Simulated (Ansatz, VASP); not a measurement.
**WS2: VASP beside Ansatz**

The input POSCAR:

```
WS2
1.0
    3.1835163552      0.0000000000      0.0000000000
   -1.5917581776      2.7570060369      0.0000000000
    0.0000000000      0.0000000000     16.9505778900
W S
1 2
Direct
    0.3333333333      0.6666666667      0.0000000000
    0.6666666667      0.3333333333      0.9079994900
    0.6666666667      0.3333333333      0.0920005100
```

File INCAR.step1:

```
ALGO     = Normal         # electronic algorithm
EDIFF    = 1E-4           # SCF threshold, eV
ENCUT    = 520            # plane-wave cutoff, eV
GGA      = PE             # functional
ISMEAR   = 0              # smearing method
LASPH    = True           # aspherical terms in the spheres
LCHARG   = False          # write CHGCAR
LREAL    = False          # projectors in reciprocal space
LWAVE    = True           # write WAVECAR
NBANDS   = 20             # bands
NELM     = 80             # most SCF steps
PREC     = Accurate       # precision mode
SIGMA    = 0.05           # smearing width, eV
```

Contents of INCAR.step2:

```
ALGO     = Normal         # electronic algorithm
EDIFF    = 1E-6           # SCF threshold, eV
ENCUT    = 520            # plane-wave cutoff, eV
ISIF     = 2              # what is computed and relaxed
ISMEAR   = 0              # smearing method
ISTART   = 1            
LASPH    = True           # aspherical terms in the spheres
LCHARG   = False          # write CHGCAR
LMIXTAU  = True         
LREAL    = False          # projectors in reciprocal space
LWAVE    = False          # write WAVECAR
METAGGA  = R2SCAN         # meta-GGA
NBANDS   = 20             # bands
NELM     = 80             # most SCF steps
PREC     = Accurate       # precision mode
SIGMA    = 0.05           # smearing width, eV
```

File KPOINTS:

```
k-points
0
Gamma
  12 12 2
```

Input for Ansatz:

```yaml
crystal:
  lattice:
    - [3.1835163552, 0.0, 0.0]
    - [-1.5917581776, 2.7570060369, 0.0]
    - [0.0, 0.0, 16.95057789]
  atoms:
    - { symbol: W, position: [0.3333333333, 0.6666666667, 0.0] }
    - { symbol: S, position: [0.6666666667, 0.3333333333, 0.90799949] }
    - { symbol: S, position: [0.6666666667, 0.3333333333, 0.09200051] }
basis:
  ecutwfc: 500
kpoints:
  mp_grid: { grid: [12, 12, 2] }
hamiltonian:
  xc: r2scan
scf:
  occupations: { method: gaussian, width: 0.05 }
output:
  forces: true
  stress: true
  eigenvalues: true
```

Alike in both runs: task single point; functional r2SCAN; k mesh 12 × 12 × 2; occupations gaussian, width 0.05 eV; no spin polarisation.

|  | VASP | Ansatz |
| --- | --- | --- |
| version | VASP 6.6.1 | Ansatz 0.2.0 |
| potentials or method | VASP PAW PBE potentials, release 64 (W_sv, S), cutoff 520 eV | scalar-relativistic, plane waves, PAW |
| valence electrons in the cell | 26 | 26 |

|  | VASP | Ansatz | Ansatz less VASP |
| --- | --- | --- | --- |
| gap on the k mesh at the Fermi level (eV) | 1.90 | 1.88 | -0.015 |
| least direct gap on the mesh (eV) | 1.92 | 1.92 | -0.004 |
| rms of the force components (eV/Å) | 0.001 | 0.011 | +0.0099 |

VASP's potentials were made for PBE, not for r2SCAN. Atom by atom the forces differ by 0.010 eV/Å (rms over components).

Spin-orbit coupling is off throughout.
